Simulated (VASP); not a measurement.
Set up this calculation in VASP 6.6.1, as the native input.

```
Task                   : relaxation of cell and atoms
Functional             : LDA
Potentials or basis    : VASP PAW LDA potentials, release 64 (Li_sv)
Cutoff                 : 750 eV
k mesh                 : 10 × 10 × 10
Occupations            : fermi-dirac, width 0.1 eV
Spin                   : no spin polarisation
Dipole correction      : no
Further INCAR settings : ALGO = Normal; EDIFF = 1e-07; IBRION = 2; EDIFFG = -0.03; NSW = 80; ISIF = 3
```

The structure of Li lies in POSCAR:

```
Li
1.0
    3.0391430000      0.0000000000      0.0000000000
   -1.0130476349      2.8653315103      0.0000000000
   -1.0130476349     -1.4326656878      2.4814499170
Li
1
Direct
    0.0000000000      0.0000000000      0.0000000000
```

These files were run (other wordings do the same):

INCAR

```
SYSTEM = Li
  ALGO = Normal
  EDIFF = 1E-7
  EDIFFG = -0.03
  ENCUT = 750
  GGA = CA
  GGA_COMPAT = .FALSE.
  IBRION = 2
  ISIF = 3
  ISMEAR = -1
  LASPH = .TRUE.
  LCHARG = .FALSE.
  LREAL = .FALSE.
  LWAVE = .FALSE.
  NELM = 120
  NELMIN = 4
  NSW = 80
  PREC = Accurate
  SIGMA = 0.1
```

KPOINTS

```
k-points
0
G
  10 10 10
  0 0 0
```

Potentials or basis: VASP PAW LDA potentials, release 64 (Li_sv).

Command:

```sh
$ cat potpaw_LDA.64/Li_sv/POTCAR > POTCAR
$ mpirun -np 1 vasp_std > vasp.out
```

Results of the run:

The relaxed volume is 18.94 Å³/atom and the relaxed cell is a = 2.908 Å, b = 2.908 Å, c = 2.908 Å, α = 109.47°, β = 109.47°, γ = 109.47°. The space group after relaxing (to 0.1 Å) is Im-3m (No. 229) and the energy gained by relaxing is 14.9 meV/atom. The ionic steps are 4, the pressure after relaxing is 0.0 GPa and the band gap on the k mesh is zero (an odd number of electrons rules out a gap without spin polarisation).

Run time: 40 s on 1 thread of Intel Xeon 8259CL, on a shared host, peak memory 0.13 GiB.
